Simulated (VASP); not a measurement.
Set up this calculation in VASP 6.6.1, as the native input.

```
Task                   : single point
Functional             : PBEsol
Potentials or basis    : VASP PAW PBE potentials, release 64 (Cr_pv)
Cutoff                 : 520 eV
k mesh                 : 10 × 10 × 16
Occupations            : fermi-dirac, width 0.1 eV
Spin                   : no spin polarisation
Dipole correction      : no
Further INCAR settings : ALGO = Normal; EDIFF = 1e-07; NBANDS = 25
```

The structure of Cr lies in POSCAR:

```
Cr
1.0
    4.1849578108      0.0000000000      0.0000000000
   -2.0924789054      3.6242797779      0.0000000000
    0.0000000000      0.0000000000      2.2589748583
Cr
3
Direct
    0.0000000000      1.0000000000      0.0000000000
    0.3333333333      0.6666666667      0.5000000000
    0.6666666667      0.3333333333      0.5000000000
```

This isn't the form of Cr at room conditions, which is bcc.

The input as run:

INCAR

```
PREC = Accurate
ENCUT = 520
EDIFF = 1E-7
ISMEAR = -1
SIGMA = 0.1
LREAL = False
LASPH = True
NELM = 80
ALGO = Normal
ISIF = 2
LWAVE = False
LCHARG = False
GGA = PS
NBANDS = 25
```

KPOINTS

```
Automatic mesh
0
Gamma
  10 10 16
```

Potentials or basis: VASP PAW PBE potentials, release 64 (Cr_pv).

Command:

```sh
$ cat potpaw_PBE.64/Cr_pv/POTCAR > POTCAR
$ mpirun -np 1 vasp_std > vasp.out
```

It gave:

| Item | Value |
| --- | --- |
| Pressure | -0.3 GPa |
| Band gap on the k mesh | zero (bands 18 and 19 overlap by 0.83 eV) |

Caveat: the PAW data sets were made with another functional, which shifts forces and pressure a little; the run has no spin polarisation, though such a crystal can be magnetic.

It took 54 s on 1 thread of AMD EPYC 9R45 96-Core Processor (Zen 5), with other jobs on the host, peak memory 0.18 GiB.
